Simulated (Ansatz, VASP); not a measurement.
**Two plane-wave programs on BAs**

The input INCAR:

```
SYSTEM = BAs
PREC = Accurate
ENCUT = 520
EDIFF = 1E-7
ISMEAR = 0
SIGMA = 0.019000000000000003
LREAL = .FALSE.
LASPH = .TRUE.
NELM = 80
ALGO = Normal
ISIF = 2
LWAVE = .FALSE.
LCHARG = .FALSE.
GGA = PE
NBANDS = 11
```

The input KPOINTS:

```
regular mesh
0
G
  12 8 6
  0 0 0
```

Contents of POSCAR:

```
BAs
1.0
    2.1275493300      0.0000000000      0.0000000000
    0.0000000000      3.1740629400      0.0000000000
    0.0000000000      0.0000000000      4.9509801800
B As
1 1
Direct
    0.0000000000      0.5000000000      0.0000000000
    0.5000000000      0.5000000000      0.5000000000
```

File input.yaml:

```yaml
crystal:
  lattice:
    - [2.12754933, 0.0, 0.0]
    - [0.0, 3.17406294, 0.0]
    - [0.0, 0.0, 4.95098018]
  atoms:
    - { symbol: B, position: [0.0, 0.5, 0.0] }
    - { symbol: As, position: [0.5, 0.5, 0.5] }
hamiltonian:
  xc: pbe
  pseudopotentials: { kind: paw }
kpoints:
  mp_grid: { grid: [12, 8, 6] }
scf:
  occupations: { method: gaussian, width: 0.019 }
output:
  forces: true
  stress: true
  eigenvalues: true
```

Alike in both runs: task single point; functional PBE; k mesh 12 × 8 × 6; occupations gaussian, width 0.019 eV; no spin polarisation.

|  | VASP | Ansatz |
| --- | --- | --- |
| version | VASP 6.6.1 | Ansatz 0.2.0 |
| potentials or method | VASP PAW PBE potentials, release 64 (B, As) | Ansatz PAW |
| plane-wave cutoff (eV) | 520 | 420 |
| valence electrons in the cell | 8 | 18 |

Ansatz gave:

* gap on the k mesh at the Fermi level (eV): none
* pressure (GPa): 5.5
* traceless stress, the component that is largest in VASP (GPa): 23.65

Question: Estimate VASP's values.

Answer: gap on the k mesh at the Fermi level (eV): none; pressure (GPa): 6.0; traceless stress, the component that is largest in VASP (GPa): 24.46.

A gap of «none» marks a metal or a gap that the smearing closes. VASP's potentials hold 8 valence electrons a cell and Ansatz's 18, so a difference there can come from the potentials and not from the codes.
